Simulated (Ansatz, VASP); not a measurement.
## Two plane-wave programs on PtS2

The input POSCAR:

```
PtS2
1.0
    3.5526240960      0.0000000000      0.0000000000
   -1.7763120480      3.0766627172      0.0000000000
    0.0000000000      0.0000000000      5.1228306077
Pt S
1 2
Direct
    0.0000000000      0.0000000000      0.0000000000
    0.3333333333      0.6666666667      0.2392542177
    0.6666666667      0.3333333333      0.7607457823
```

Contents of INCAR.step1:

```
  ALGO = Normal
  EDIFF = 1E-5
  ENCUT = 520
  GGA = PE
  ISIF = 2
  ISMEAR = 0
  LASPH = True
  LCHARG = False
  LREAL = False
  LWAVE = True
  NBANDS = 18
  NELM = 100
  PREC = Accurate
  SIGMA = 0.01
```

The input INCAR.step2:

```
  AEXX = 0.75
  ALGO = Normal
  EDIFF = 1E-6
  ENCUT = 520
  GGA = PE
  HFSCREEN = 0.2078
  ISIF = 2
  ISMEAR = 0
  ISTART = 1
  LASPH = True
  LCHARG = False
  LHFCALC = True
  LREAL = False
  LWAVE = False
  NBANDS = 18
  NELM = 100
  PREC = Accurate
  PRECFOCK = Normal
  SIGMA = 0.01
```

Contents of KPOINTS:

```
k-points
0
Gamma
  6 6 2
```

Input for Ansatz:

```yaml
crystal:
  lattice:
    - [3.552624096, 0.0, 0.0]
    - [-1.776312048, 3.0766627172, 0.0]
    - [0.0, 0.0, 5.1228306077]
  atoms:
    - { symbol: Pt, position: [0.0, 0.0, 0.0] }
    - { symbol: S, position: [0.3333333333, 0.6666666667, 0.2392542177] }
    - { symbol: S, position: [0.6666666667, 0.3333333333, 0.7607457823] }
kpoints:
  mp_grid: { grid: [6, 6, 2] }
hamiltonian:
  xc:
    exchange: pbe
    correlation: pbe
    exx: { coeff: 0.75, omega: 0.2078 }
scf:
  occupations: { method: fixed }
  n_extra_bands: 4
output:
  forces: true
  stress: true
  eigenvalues: true
```

Alike in both runs: task single point; functional PBE-based screened hybrid with a share of 0.75 of exact exchange and HFSCREEN = 0.2078; k mesh 6 × 6 × 2; no spin polarisation.

```csv
,VASP,Ansatz
version,VASP 6.6.1,Ansatz 0.2.0
potentials or method,"VASP PAW PBE potentials, release 64 (Pt, S)",plane waves
plane-wave cutoff (eV),520,420
occupations,"gaussian, width 0.01 eV",fixed
valence electrons in the cell,22,30
```

VASP gave:

```
gap on the k mesh at the Fermi level (eV)                     : 2.97
pressure (GPa)                                                : -10.2
traceless stress, the component that is largest in VASP (GPa) : 3.98
rms of the force components (eV/Å)                            : 0.571
```

Which values does Ansatz return?

gap on the k mesh at the Fermi level (eV): 3.06; pressure (GPa): -9.5; traceless stress, the component that is largest in VASP (GPa): 4.16; rms of the force components (eV/Å): 0.557.

VASP's potentials were made for PBE, not for PBE-based screened hybrid. Atom by atom the forces differ by 0.013 eV/Å (rms over components). VASP's potentials hold 22 valence electrons a cell and Ansatz's 30, so a difference there can come from the potentials and not from the codes. Ansatz's warnings: stress exchange threshold loose, stress scf threshold loose.

The k mesh is coarse, so the values compare programs but aren't converged. Spin-orbit coupling is off throughout.
